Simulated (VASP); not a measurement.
Here is a VASP 6.6.1 calculation.

POSCAR

```
KF
1.0
    0.0000000000      2.6589605792      2.6589605792
    2.6589605792      0.0000000000      2.6589605792
    2.6589605792      2.6589605792      0.0000000000
K F
1 1
Direct
    0.0000000000      0.0000000000      0.0000000000
    0.5000000000      0.5000000000      0.5000000000
```

Contents of INCAR.step1:

```
SYSTEM = KF
ALGO     = Normal         ! electronic algorithm
EDIFF    = 1E-4           ! SCF threshold, eV
ENCUT    = 520            ! plane-wave cutoff, eV
GGA      = PE             ! functional
ISMEAR   = -1             ! smearing method
LASPH    = .TRUE.         ! aspherical terms in the spheres
LCHARG   = .FALSE.        ! write CHGCAR
LREAL    = .FALSE.        ! projectors in reciprocal space
LWAVE    = .TRUE.         ! write WAVECAR
NBANDS   = 15             ! bands
NELM     = 100            ! most SCF steps
PREC     = Accurate       ! precision mode
SIGMA    = 0.05           ! smearing width, eV
```

The input INCAR.step2:

```
SYSTEM = KF
ALGO     = Normal         ! electronic algorithm
EDIFF    = 1E-6           ! SCF threshold, eV
ENCUT    = 520            ! plane-wave cutoff, eV
ISIF     = 2              ! what is computed and relaxed
ISMEAR   = -1             ! smearing method
ISTART   = 1            
LASPH    = .TRUE.         ! aspherical terms in the spheres
LCHARG   = .FALSE.        ! write CHGCAR
LMIXTAU  = .TRUE.       
LREAL    = .FALSE.        ! projectors in reciprocal space
LWAVE    = .FALSE.        ! write WAVECAR
METAGGA  = R2SCAN         ! meta-GGA
NBANDS   = 15             ! bands
NELM     = 100            ! most SCF steps
PREC     = Accurate       ! precision mode
SIGMA    = 0.05           ! smearing width, eV
```

Contents of KPOINTS:

```
k-points
0
G
  6 6 6
  0 0 0
```

Potentials or basis: VASP PAW PBE potentials, release 64 (K_sv, F).

Run with:

```bash
$ cat potpaw_PBE.64/K_sv/POTCAR potpaw_PBE.64/F/POTCAR > POTCAR
$ cp INCAR.step1 INCAR
$ mpirun -np 1 vasp_std > vasp.out
$ cp INCAR.step2 INCAR
$ mpirun -np 1 vasp_std > vasp.out
```

Estimate the band gap on the k mesh.

6.91 eV.

What does it give for the pressure?

0.0 GPa.

Caveat: the PAW data sets were made with another functional, which shifts forces and pressure a little.
